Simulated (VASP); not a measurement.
# CsW3 (Fm-3m) in VASP: density of states with PBE

Aim: the density of states of CsW3 with PBE.

Program: VASP 6.6.1. These are calculated values, not measurements. Logs are shortened: lines on timing, memory, paths and dates and some standing lists are left out, and cuts for length are marked.

**1. The cell of the first run**

The structure is cubic, space group Fm-3m (No. 225). Conventional cell: a = 6.714 Å, b = 6.714 Å, c = 6.714 Å, α = 90.00°, β = 90.00°, γ = 90.00°. Cs (site symmetry m-3m) has 14 W at 2.91 to 3.36 Å within 3.8 Å. W (site symmetry -43m) has 4 Cs at 2.91 Å and 10 W at 2.91 to 3.36 Å within 3.8 Å. Within 3.8 Å of W (site symmetry m-3m) lie 8 W at 2.91 Å and 6 Cs at 3.36 Å.

**2. Density of states, PBE**

Contents of POSCAR:

```
CsW3
1.0
    0.0000000000      3.3570578658      3.3570578658
    3.3570578658      0.0000000000      3.3570578658
    3.3570578658      3.3570578658      0.0000000000
Cs W
1 3
Direct
    0.5000000000      0.5000000000      0.5000000000
    0.2500000000      0.2500000000      0.2500000000
    0.7500000000      0.7500000000      0.7500000000
    0.0000000000      0.0000000000      0.0000000000
```

Contents of INCAR.step1:

```
SYSTEM = CsW3
PREC = Accurate
ENCUT = 520
EDIFF = 1E-6
ISMEAR = 0
SIGMA = 0.1
LREAL = .False.
LASPH = .True.
NELM = 100
ALGO = Normal
ISIF = 2
LWAVE = .False.
LCHARG = .True.
LMAXMIX = 4
GGA = PE
NBANDS = 34
```

Contents of KPOINTS.step1:

```
regular mesh
0
Gamma
  12 12 12
  0 0 0
```

Contents of INCAR.step2:

```
SYSTEM = CsW3
PREC = Accurate
ENCUT = 520
EDIFF = 1E-6
ISMEAR = -5
SIGMA = 0.1
LREAL = .False.
LASPH = .True.
NELM = 100
ALGO = Normal
ISIF = 2
LWAVE = .False.
LCHARG = .False.
LMAXMIX = 4
GGA = PE
LORBIT = 10
NEDOS = 2001
ICHARG = 11
```

Contents of KPOINTS.step2:

```
regular mesh
0
Gamma
  18 18 18
  0 0 0
```

Potentials or basis: VASP PAW PBE potentials, release 64 (Cs_sv, W_sv).

The run is started by

```sh
cat potpaw_PBE.64/Cs_sv/POTCAR potpaw_PBE.64/W_sv/POTCAR > POTCAR
cp INCAR.step1 INCAR
cp KPOINTS.step1 KPOINTS
mpirun -np 1 vasp_std > vasp.out
cp INCAR.step2 INCAR
cp KPOINTS.step2 KPOINTS
mpirun -np 1 vasp_std > vasp.out
```

OUTCAR:

```text
SYSTEM = CsW3
   PREC = Accurate
   ENCUT = 520
   EDIFF = 1E-6
   ISMEAR = -5
   LREAL = .False.
   LASPH = .True.
   NELM = 100
   ISIF = 2
   GGA = PE
   LORBIT = 10
   ICHARG = 11

 ion  position               nearest neighbor table
   1  0.500  0.500  0.500-   2 2.91   2 2.91   2 2.91   2 2.91   3 2.91   3 2.91   3 2.91   3 2.91

   2  0.250  0.250  0.250-   4 2.91   4 2.91   4 2.91   1 2.91   4 2.91   1 2.91   1 2.91   1 2.91
                             3 3.36   3 3.36   3 3.36   3 3.36   3 3.36   3 3.36
   3  0.750  0.750  0.750-   1 2.91   1 2.91   1 2.91   1 2.91   4 2.91   4 2.91   4 2.91   4 2.91
                             2 3.36   2 3.36   2 3.36   2 3.36   2 3.36   2 3.36
   4  0.000  0.000  0.000-   3 2.91   3 2.91   3 2.91   2 2.91   3 2.91   2 2.91   2 2.91   2 2.91

  LATTYP: Found a face centered cubic cell.
 ALAT       =     6.7141157316

  Lattice vectors:

 A1 = (   0.0000000000,   3.3570578658,   3.3570578658)
 A2 = (   3.3570578658,   0.0000000000,   3.3570578658)
 A3 = (   3.3570578658,   3.3570578658,   0.0000000000)

Analysis of symmetry for initial positions (statically):
=====================================================================
 Subroutine PRICEL returns:
 Original cell was already a primitive cell.

 Routine SETGRP: Setting up the symmetry group for a
 face centered cubic supercell.

 Subroutine GETGRP returns: Found 48 space group operations
 (whereof 48 operations were pure point group operations)
 out of a pool of 48 trial point group operations.

The static configuration has the point symmetry O_h .

Analysis of symmetry for dynamics (positions and initial velocities):
=====================================================================
 Subroutine PRICEL returns:
 Original cell was already a primitive cell.

 Routine SETGRP: Setting up the symmetry group for a
 face centered cubic supercell.

 Subroutine GETGRP returns: Found 48 space group operations
 (whereof 48 operations were pure point group operations)
 out of a pool of 48 trial point group operations.

The dynamic configuration has the point symmetry O_h .

 Subroutine INISYM returns: Found 48 space group operations
 (whereof 48 operations are pure point group operations),
 and found     1 'primitive' translations

----------------------------------------------------------------------------------------

                                     Primitive cell

  volume of cell :      75.6670

  direct lattice vectors                    reciprocal lattice vectors
     0.000000000  3.357057866  3.357057866    -0.148939941  0.148939941  0.148939941
     3.357057866  0.000000000  3.357057866     0.148939941 -0.148939941  0.148939941
[... 105 lines left out ...]
   EFERMI =   0.00;   METHOD = LEGACY
   ISMEAR =    -5;   SIGMA  =   0.10  broadening in eV -4-tet -1-fermi 0-gaus
   EFERMI_NEDOS =   21; number of points for ismear=-14 and -15
   IALGO  =     38    algorithm
   IMIX   =      4    mixing-type and parameters
     AMIX     =   0.40;   BMIX     =  1.00
     AMIX_MAG =   1.60;   BMIX_MAG =  1.00
  volume/ion in A,a.u.               =      18.92       127.66
  Fermi-wavevector in a.u.,A,eV,Ry     =   1.435366  2.712449 28.031760  2.060276
  Thomas-Fermi vector in A             =   2.554673
   LORBIT       =     10    0 simple, 1 ext, 2 COOP (PROOUT), +10 PAW based schemes
   GGA     = PE    functional components
   LHFCALC =     F    Hartree Fock is set to
   AEXX    =    0.0000 exact exchange contribution
   IVDW    =     0    specifies the selected vdW correction
   LEPSILON=     F    determine dielectric tensor
   LRPA    =     F    only Hartree local field effects (RPA)
 non-spin polarized calculation
 Fermi weights with tetrahedron method with Bloechl corrections
  energy-cutoff  :      520.00
  volume of cell :       75.67
 maximum number of plane-waves:      2085

 number of electron      50.9999999 magnetization

 Free energy of the ion-electron system (eV)
  ---------------------------------------------------
  ext. energy  EPLUGINS =         0.00000000
  ---------------------------------------------------
  free energy    TOTEN  =       -30.97166519 eV

  energy without entropy =      -30.97166519  energy(sigma->0) =      -30.97166519

 E-fermi :   8.8513     XC(G=0): -12.6747

 val. band max:        8.8851878404   @ k =   0.3889   0.0000   0.0000
 cond. band min:       8.8208505891   @ k =   0.3333   0.1111   0.0000
 fundamental gap:     -0.0643372513
 Fermi energy:         8.8513223185

 k-point     1 :       0.0000    0.0000    0.0000
  band No.  band energies     occupation
      1     -65.0642      2.00000
      2     -65.0370      2.00000
      3     -64.9579      2.00000
      4     -29.3544      2.00000
      5     -29.3544      2.00000
      6     -29.3544      2.00000
[... 781 lines left out ...]
     29      10.9150      0.00000
     30      11.0137      0.00000

 [... further k-points ...]

------------------------ aborting loop because EDIFF is reached ----------------------------------------

  FORCE on cell =-STRESS in cart. coord.  units (eV):
  Direction    XX          YY          ZZ          XY          YZ          ZX
  --------------------------------------------------------------------------------------
  -------------------------------------------------------------------------------------
  Total        0.9567747      0.9567747      0.9567747      0.0000000     -0.0000000      0.0000000
  in kB       20.2588024     20.2588024     20.2588024      0.0000000     -0.0000000      0.0000000
  external PRESSURE =      20.2588024 kB  Pullay stress =       0.0000000 kB

 VOLUME and BASIS-vectors are now :
 -----------------------------------------------------------------------------
  energy-cutoff  :      520.00
  volume of cell :       75.67
      direct lattice vectors                 reciprocal lattice vectors
     0.000000000  3.357057866  3.357057866    -0.148939941  0.148939941  0.148939941
     3.357057866  0.000000000  3.357057866     0.148939941 -0.148939941  0.148939941
     3.357057866  3.357057866  0.000000000     0.148939941  0.148939941 -0.148939941

 POSITION                                       TOTAL-FORCE (eV/Angst)
 -----------------------------------------------------------------------------------
      3.35706      3.35706      3.35706         0.000000      0.000000     -0.000000
      1.67853      1.67853      1.67853        -0.000000     -0.000000     -0.000000
      5.03559      5.03559      5.03559         0.000000      0.000000      0.000000
      0.00000      0.00000      0.00000         0.000000      0.000000     -0.000000
 -----------------------------------------------------------------------------------
    total drift:                                0.000000      0.000000      0.000000

  FREE ENERGIE OF THE ION-ELECTRON SYSTEM (eV)
  ---------------------------------------------------
  free  energy   TOTEN  =       -30.9716651932 eV

  energy  without entropy=      -30.9716651932  energy(sigma->0) =      -30.97166519

 total charge

# of ion       s       p       d       tot
------------------------------------------
    1        1.873   4.374   0.552   6.799
    2        2.387   6.165   3.358  11.911
    3        2.387   6.165   3.358  11.911
    4        2.398   6.271   3.202  11.871
--------------------------------------------------
tot          9.045  22.976  10.471  42.492
```

Run time: 11 min. Hardware: 1 thread of AMD EPYC 7R43 (Zen 3), shared host; peak memory 0.44 GiB.

Results:

```
Valence electrons inside the program's atomic spheres : Cs 6.80; W 11.91, 11.87
```

Caveat: spin-orbit coupling is left out, which moves the levels of the heavy elements; tetrahedron occupations give inexact forces and stress in metals.
